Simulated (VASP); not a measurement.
BeMo:

```
Be Mo
1.0
     4.35205    0.00000    0.00000
    -2.17602    3.76898    0.00000
     0.00000    0.00000    3.11038
Be Mo
2 2
Direct
  0.00000 0.00000 0.33333
  0.00000 0.00000 0.83333
  0.66667 0.33333 0.16667
  0.33333 0.66667 0.66667
```

| Quantity | Value |
| --- | --- |
| Program | VASP 6.6.1 |
| Task | relaxation of cell and atoms |
| Functional | PBE |
| Potentials or basis | VASP PAW PBE potentials, release 64 (Be, Mo_sv) |
| Cutoff | 600 eV |
| k mesh | 6 × 6 × 6 |
| Occupations | gaussian, width 0.1 eV |
| Spin | no spin polarisation |

At the start: pressure -0.6 GPa; volume 12.75 Å³/atom.

Task: Where does the relaxation end?

Result: Over 26 steps the energy falls by 901.7 meV/atom and the volume is 12.28 Å³/atom (-3.7 %); space group P6_3/mmc (No. 194, to 0.05 Å).

The path:
```csv
step,energy change (eV),largest force (eV/Å),pressure (GPa),volume (Å³)
1,0.0000,0.1083,-0.62,51.02
2,-1.9365,1.0048,2.26,49.44
3,-1.9368,1.0518,2.67,49.36
4,-2.1497,0.8657,-2.65,50.83
5,-2.2912,0.4155,-8.44,52.71
6,-2.3986,0.2011,-6.41,51.95
7,-2.5058,0.3335,-1.75,50.49
8,-2.5098,0.4979,-0.36,50.11
9,-2.5894,0.5718,1.04,49.72
10,-2.8927,0.8022,5.77,48.43
11,-3.1574,1.4356,19.25,45.32
12,-3.1807,1.4446,18.84,45.37
13,-3.2287,1.4702,17.77,45.51
14,-3.2222,1.4760,16.44,45.72
15,-3.2417,1.4780,16.92,45.64
16,-3.2966,1.3859,14.94,45.99
17,-3.4289,1.1235,9.36,47.06
18,-3.5612,0.6583,-0.17,49.25
19,-3.5696,0.5339,-2.64,49.92
20,-3.5697,0.5181,-2.96,50.01
21,-3.5807,0.4391,-2.45,49.86
22,-3.6022,0.1975,-0.85,49.41
23,-3.5914,0.3058,2.68,48.51
24,-3.6067,0.0289,0.30,49.09
25,-3.6067,0.0188,0.36,49.08
26,-3.6068,0.0077,0.18,49.12
```

Final structure:
```
CELL_PARAMETERS angstrom
3.41635 0.00000 0.00000
-1.70817 2.95865 0.00000
0.00000 0.00000 4.85997
ATOMIC_POSITIONS crystal
Be 0.00000 0.00000 0.37508
Be 0.00000 0.00000 0.87508
Mo 0.66667 0.33333 0.12492
Mo 0.33333 0.66667 0.62492
```
